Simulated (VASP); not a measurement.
# ZnSe (F-43m) in VASP: single point with PBE

Aim: the single point of ZnSe with PBE.

Everything below comes from runs of VASP 6.6.1. Logs are shortened: lines on timing, memory, paths and dates and some standing lists are left out, and cuts for length are marked.

## Step 1: The cell of the first run

Symmetry: F-43m, No. 216, cubic system. The conventional cell has a = 5.670 Å, b = 5.670 Å, c = 5.670 Å, α = 90.00°, β = 90.00°, γ = 90.00°. Within 3.2 Å of Zn (site symmetry -43m) lie 4 Se at 2.46 Å. Within 3.2 Å of Se (site symmetry -43m) lie 4 Zn at 2.46 Å.

## Step 2: Single point, PBE

INCAR

```
  PREC = Accurate
  ENCUT = 500
  EDIFF = 1E-6
  ISMEAR = 0
  SIGMA = 0.01
  LREAL = F
  LASPH = T
  NELM = 120
  ALGO = Normal
  ISIF = 2
  LWAVE = F
  LCHARG = F
  GGA = PE
  NBANDS = 16
  GGA_COMPAT = F
```

KPOINTS

```
regular mesh
0
Gamma
  2 2 2
```

POSCAR

```
ZnSe
1.0
    0.0000000000      2.8350000000      2.8350000000
    2.8350000000      0.0000000000      2.8350000000
    2.8350000000      2.8350000000      0.0000000000
Zn Se
1 1
Direct
    0.0000000000      0.0000000000      0.0000000000
    0.2500000000      0.2500000000      0.2500000000
```

Potentials or basis: VASP PAW PBE potentials, release 64 (Zn, Se).

Run with:

```
$ cat potpaw_PBE.64/Zn/POTCAR potpaw_PBE.64/Se/POTCAR > POTCAR
$ mpirun -np 1 vasp_std > vasp.out
```

OUTCAR:

```text
PREC = Accurate
   ENCUT = 500
   EDIFF = 1E-6
   ISMEAR = 0
   LREAL = F
   LASPH = T
   NELM = 120
   ISIF = 2
   GGA = PE

 ion  position               nearest neighbor table
   1  0.000  0.000  0.000-   2 2.46   2 2.46   2 2.46   2 2.46
   2  0.250  0.250  0.250-   1 2.46   1 2.46   1 2.46   1 2.46

  LATTYP: Found a face centered cubic cell.
 ALAT       =     5.6700000000

  Lattice vectors:

 A1 = (   0.0000000000,   2.8350000000,   2.8350000000)
 A2 = (   2.8350000000,   0.0000000000,   2.8350000000)
 A3 = (   2.8350000000,   2.8350000000,   0.0000000000)

Analysis of symmetry for initial positions (statically):
=====================================================================
 Subroutine PRICEL returns:
 Original cell was already a primitive cell.

 Routine SETGRP: Setting up the symmetry group for a
 face centered cubic supercell.

 Subroutine GETGRP returns: Found 24 space group operations
 (whereof 24 operations were pure point group operations)
 out of a pool of 48 trial point group operations.

The static configuration has the point symmetry T_d .

Analysis of symmetry for dynamics (positions and initial velocities):
=====================================================================
 Subroutine PRICEL returns:
 Original cell was already a primitive cell.

 Routine SETGRP: Setting up the symmetry group for a
 face centered cubic supercell.

 Subroutine GETGRP returns: Found 24 space group operations
 (whereof 24 operations were pure point group operations)
 out of a pool of 48 trial point group operations.

The dynamic configuration has the point symmetry T_d .

 Subroutine INISYM returns: Found 24 space group operations
 (whereof 24 operations are pure point group operations),
 and found     1 'primitive' translations

----------------------------------------------------------------------------------------

                                     Primitive cell

  volume of cell :      45.5711

  direct lattice vectors                    reciprocal lattice vectors
     0.000000000  2.835000000  2.835000000    -0.176366843  0.176366843  0.176366843
     2.835000000  0.000000000  2.835000000     0.176366843 -0.176366843  0.176366843
     2.835000000  2.835000000  0.000000000     0.176366843  0.176366843 -0.176366843

  length of vectors
     4.009295449  4.009295449  4.009295449     0.305476333  0.305476333  0.305476333

  position of ions in fractional coordinates (direct lattice)
     0.000000000  0.000000000  0.000000000
     0.250000000  0.250000000  0.250000000

  ion indices of the primitive-cell ions
   primitive index   ion index
                 1           1
                 2           2

----------------------------------------------------------------------------------------

 KPOINTS: regular mesh

Automatic generation of k-mesh.
 Grid dimensions read from file:
 generate k-points for:    2    2    2

 Generating k-lattice:

  Cartesian coordinates                     Fractional coordinates (reciprocal lattice)
    -0.088183422  0.088183422  0.088183422     0.500000000  0.000000000  0.000000000
     0.088183422 -0.088183422  0.088183422     0.000000000  0.500000000  0.000000000
     0.088183422  0.088183422 -0.088183422     0.000000000  0.000000000  0.500000000

  Length of vectors
     0.152738166  0.152738166  0.152738166

  Shift w.r.t. Gamma in fractional coordinates (k-lattice)
     0.000000000  0.000000000  0.000000000

 Subroutine IBZKPT returns following result:
 ===========================================

 Found      3 irreducible k-points:

 Following reciprocal coordinates:
            Coordinates               Weight
  0.000000  0.000000  0.000000      1.000000
  0.500000  0.000000  0.000000      4.000000
  0.500000  0.500000  0.000000      3.000000
   k-points           NKPTS =      3   k-points in BZ     NKDIM =      3   number of bands    NBANDS=     16
   number of dos      NEDOS =    301   number of ions     NIONS =      2
   total plane-waves  NPLWV =  27000
   dimension x,y,z NGX =    30 NGY =   30 NGZ =   30
   dimension x,y,z NGXF=    60 NGYF=   60 NGZF=   60
   ions per type =               1   1
   NGX,Y,Z   is equivalent  to a cutoff of  12.44, 12.44, 12.44 a.u.
   NGXF,Y,Z  is equivalent  to a cutoff of  24.88, 24.88, 24.88 a.u.
 SYSTEM =  unknown system
   PREC   = accura    normal or accurate (medium, high low for compatibility)
   ISTART =      0    job   : 0-new  1-cont  2-samecut
   ICHARG =      2    charge: 1-file 2-atom 10-const
   ISPIN  =      1    spin polarized calculation?
   LNONCOLLINEAR =      F non collinear calculations
   LSORBIT =      F    spin-orbit coupling
   LASPH  =      T    aspherical Exc in radial PAW
   ENCUT  =  500.0 eV  36.75 Ry    6.06 a.u.   7.31  7.31  7.31*2*pi/ulx,y,z
   NELM   =    120;   NELMIN=  2; NELMDL= -5     # of ELM steps
   EDIFF  = 0.1E-05   stopping-criterion for ELM
   LREAL  =      F    real-space projection
   EDIFFG = 0.1E-04   stopping-criterion for IOM
   NSW    =      0    number of steps for IOM
   IBRION =     -1    ionic relax: 0-MD 1-quasi-New 2-CG
   NFREE  =      0    steps in history (QN), initial steepest desc. (CG)
   ISIF   =      2    stress and relaxation
   ISYM   =      2    0-nonsym 1-usesym 2-fastsym
   POTIM  = 0.5000    time-step for ionic-motion
   TEBEG  =    0.0;   TEEND  =   0.0 temperature during run
   PSTRESS=    0.0 pullay stress
   NELECT =      18.0000    total number of electrons
   NUPDOWN=      -1.0000    fix difference up-down
   EMIN   =  10.00;   EMAX   =-10.00  energy-range for DOS
   EFERMI =   0.00;   METHOD = LEGACY
   ISMEAR =     0;   SIGMA  =   0.01  broadening in eV -4-tet -1-fermi 0-gaus
   EFERMI_NEDOS =   21; number of points for ismear=-14 and -15
   IALGO  =     38    algorithm
   IMIX   =      4    mixing-type and parameters
     AMIX     =   0.40;   BMIX     =  1.00
     AMIX_MAG =   1.60;   BMIX_MAG =  1.00
  volume/ion in A,a.u.               =      22.79       153.76
  Fermi-wavevector in a.u.,A,eV,Ry     =   1.201165  2.269872 19.630444  1.442797
  Thomas-Fermi vector in A             =   2.336981
   LORBIT       =      0    0 simple, 1 ext, 2 COOP (PROOUT), +10 PAW based schemes
   GGA     = PE    functional components
   LHFCALC =     F    Hartree Fock is set to
   AEXX    =    0.0000 exact exchange contribution
   IVDW    =     0    specifies the selected vdW correction
   LEPSILON=     F    determine dielectric tensor
   LRPA    =     F    only Hartree local field effects (RPA)
 non-spin polarized calculation
 Gauss-broadening in eV      SIGMA  =   0.01
  energy-cutoff  :      500.00
  volume of cell :       45.57
 maximum number of plane-waves:      1170
 NGX is ok and might be reduce to    30
   NGX = 15   NGY = 15   NGZ = 15

 number of electron      18.0000012 magnetization

 Free energy of the ion-electron system (eV)
  ---------------------------------------------------
  ext. energy  EPLUGINS =         0.00000000
  ---------------------------------------------------
  free energy    TOTEN  =        -4.55028088 eV

  energy without entropy =       -4.55028088  energy(sigma->0) =       -4.55028088

 E-fermi :   2.0196     XC(G=0):  -9.1491

 val. band max:        1.9356041207   @ k =   0.0000   0.0000   0.0000
 cond. band min:       3.0915006241   @ k =   0.0000   0.0000   0.0000
 fundamental gap:      1.1558965034
 Fermi energy:         2.0195532109

 k-point     1 :       0.0000    0.0000    0.0000
  band No.  band energies     occupation
      1     -11.2601      2.00000
      2      -4.9812      2.00000
      3      -4.9812      2.00000
      4      -4.9812      2.00000
      5      -4.6494      2.00000
      6      -4.6494      2.00000
      7       1.9356      2.00000
      8       1.9356      2.00000
      9       1.9356      2.00000
     10       3.0915      0.00000
     11       7.4923      0.00000
     12       7.4923      0.00000
     13       7.4923      0.00000
     14      11.7280      0.00000
     15      13.2062      0.00000
     16      13.2062      0.00000

 k-point     2 :       0.5000    0.0000    0.0000
  band No.  band energies     occupation
      1     -10.4337      2.00000
      2      -4.9002      2.00000
      3      -4.9002      2.00000
      4      -4.6301      2.00000
      5      -4.6301      2.00000
      6      -4.4751      2.00000
      7      -3.4206      2.00000
      8       1.0394      2.00000
      9       1.0394      2.00000
     10       4.2985      0.00000
     11       8.0906      0.00000
     12       8.0906      0.00000
     13      10.4457      0.00000
     14      12.8612      0.00000
     15      14.8767      0.00000
     16      14.8767      0.00000

 k-point     3 :       0.5000    0.5000    0.0000
  band No.  band energies     occupation
      1     -10.1515      2.00000
      2      -4.9355      2.00000
      3      -4.7445      2.00000
      4      -4.7445      2.00000
      5      -4.6026      2.00000
      6      -4.4478      2.00000
      7      -3.0090      2.00000
      8      -0.3083      2.00000
      9      -0.3083      2.00000
     10       4.7253      0.00000
     11       5.2193      0.00000
     12      12.7079      0.00000
     13      13.0201      0.00000
     14      13.0201      0.00000
     15      15.7213      0.00000
     16      16.2577      0.00000

------------------------ aborting loop because EDIFF is reached ----------------------------------------

  FORCE on cell =-STRESS in cart. coord.  units (eV):
  Direction    XX          YY          ZZ          XY          YZ          ZX
  --------------------------------------------------------------------------------------
  -------------------------------------------------------------------------------------
  Total        2.2994627      2.2994627      2.2994627      0.0000000     -0.0000000      0.0000000
  in kB       80.8439933     80.8439933     80.8439933      0.0000000     -0.0000000      0.0000000
  external PRESSURE =      80.8439933 kB  Pullay stress =       0.0000000 kB

 VOLUME and BASIS-vectors are now :
 -----------------------------------------------------------------------------
  energy-cutoff  :      500.00
  volume of cell :       45.57
      direct lattice vectors                 reciprocal lattice vectors
     0.000000000  2.835000000  2.835000000    -0.176366843  0.176366843  0.176366843
     2.835000000  0.000000000  2.835000000     0.176366843 -0.176366843  0.176366843
     2.835000000  2.835000000  0.000000000     0.176366843  0.176366843 -0.176366843

 POSITION                                       TOTAL-FORCE (eV/Angst)
 -----------------------------------------------------------------------------------
      0.00000      0.00000      0.00000         0.000000      0.000000      0.000000
      1.41750      1.41750      1.41750        -0.000000     -0.000000     -0.000000
 -----------------------------------------------------------------------------------
    total drift:                               -0.000000     -0.000000     -0.000000

  FREE ENERGIE OF THE ION-ELECTRON SYSTEM (eV)
  ---------------------------------------------------
  free  energy   TOTEN  =        -4.5502808782 eV

  energy  without entropy=       -4.5502808782  energy(sigma->0) =       -4.55028088
```

Run time: 3.1 s. Hardware: 1 thread of AMD EPYC 9R45 (Zen 5), shared host; peak memory 0.13 GiB.

Results:

| Property | Result |
| --- | --- |
| Free energy | -4.5503 eV |
| Pressure | 8.1 GPa |
| Band gap on the k mesh | 1.16 eV, direct |

Levels at points of the mesh, in eV from the valence-band top:
```
           k point  band 7  band 8  band 9  band 10  band 11  band 12
(0.00, 0.00, 0.00)    0.00    0.00    0.00     1.16     5.56     5.56
(0.50, 0.00, 0.00)   -5.36   -0.90   -0.90     2.36     6.16     6.16
(0.50, 0.50, 0.00)   -4.94   -2.24   -2.24     2.79     3.28    10.77
```

Caveat: the k points lie up to 0.96 Å⁻¹ apart. A hybrid or GW would open this gap; PBE tends to underestimate it.
